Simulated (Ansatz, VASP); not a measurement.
# RbBr: VASP beside Ansatz

INCAR

```
SYSTEM = RbBr
PREC = Accurate ; ENCUT = 520
EDIFF = 1E-6 ; ISMEAR = 0
SIGMA = 0.01 ; LREAL = .FALSE.
LASPH = .TRUE. ; NELM = 100
ALGO = Normal ; ISIF = 2
LWAVE = .FALSE. ; LCHARG = .TRUE.
GGA = PS ; LELF = .TRUE.
LVHAR = .TRUE. ; NBANDS = 15
```

Contents of KPOINTS:

```
regular mesh
0
G
  6 6 6
  0 0 0
```

The input POSCAR:

```
RbBr
1.0
    4.0700851177      0.0000000000      0.0000000000
    0.0000000000      4.0700851177      0.0000000000
    0.0000000000      0.0000000000      4.0700851177
Rb Br
1 1
Direct
    0.0000000000      0.0000000000      0.0000000000
    0.5000000000      0.5000000000      0.5000000000
```

Input for Ansatz:

```yaml
crystal:
  lattice:
    - [4.07008511772, 0.0, 0.0]
    - [0.0, 4.07008511772, 0.0]
    - [0.0, 0.0, 4.07008511772]
  atoms:
    - { symbol: Rb, position: [0.0, 0.0, 0.0] }
    - { symbol: Br, position: [0.5, 0.5, 0.5] }
kpoints:
  mp_grid: { grid: [6, 6, 6] }
scf:
  occupations: { method: fixed }
hamiltonian:
  xc: pbesol
  pseudopotentials: { kind: paw }
output:
  forces: true
  stress: true
  eigenvalues: true
  eigenstates:
    nscf_kmesh: { grid: [10, 10, 10] }
    de_dk: true
    e_range: [-9, 14.04198001275]
  optics:
    e_range: [0, 20]
    de: 0.2
    sigma: 0.25
    bands: { spectra_wanted_up_to: 20 }
    nscf_kmesh: { grid: [10, 10, 10] }
checkpoint:
  write: ck
  write_wavefunctions: false
```

Alike in both runs: task single point; functional PBEsol; k mesh 6 × 6 × 6; no spin polarisation.

|  | VASP | Ansatz |
| --- | --- | --- |
| version | VASP 6.6.1 | Ansatz 0.2.0 |
| potentials or method | VASP PAW PBE potentials, release 64 (Rb_sv, Br) | PAW with Ansatz's default frozen-core files, scalar-relativistic |
| plane-wave cutoff (eV) | 520 | 420 |
| occupations | gaussian, width 0.01 eV | fixed |
| valence electrons in the cell | 16 | 16 |

|  | VASP | Ansatz | Ansatz less VASP |
| --- | --- | --- | --- |
| gap on the k mesh at the Fermi level (eV) | 4.04 | 4.04 | +0.002 |
| pressure (GPa) | 0.1 | 0.0 | -0.04 |

VASP's potentials were made for PBE, not for PBEsol.
